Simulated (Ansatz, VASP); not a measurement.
ZnS: VASP beside Ansatz

```
Zn S
1.0
     3.78791    0.00000    0.00000
    -1.89396    3.28043    0.00000
     0.00000    0.00000    9.27586
Zn S
3 3
Direct
  0.00000 0.00000 0.99990
  0.33333 0.66667 0.33323
  0.66667 0.33333 0.66656
  0.00000 0.00000 0.25010
  0.33333 0.66667 0.58344
  0.66667 0.33333 0.91677
```

Alike in both runs: functional PBEsol; k mesh 12 × 12 × 4; occupations gaussian, width 0.02 eV; no spin polarisation.

Ansatz relaxed the structure, and its values are those at the end. VASP's run is a single point on that final structure, the one shown.

|  | VASP | Ansatz |
| --- | --- | --- |
| version | VASP 6.6.1 | Ansatz 0.2.0 |
| potentials or method | VASP PAW PBE potentials, release 64 (Zn, S), cutoff 520 eV | scalar-relativistic, plane waves, PAW |
| valence electrons in the cell | 54 | 54 |

```tsv
	VASP	Ansatz	Ansatz less VASP
gap on the k mesh at the Fermi level (eV)	2.09	2.08	-0.007
least direct gap on the mesh (eV)	2.09	2.08	-0.007
pressure (GPa)	0.2	0.0	-0.18
rms of the force components (eV/Å)	0.006	0.006	0.0000
```

VASP's potentials were made for PBE, not for PBEsol. The functional is the same, so the differences come from potentials, cutoffs and numerics.
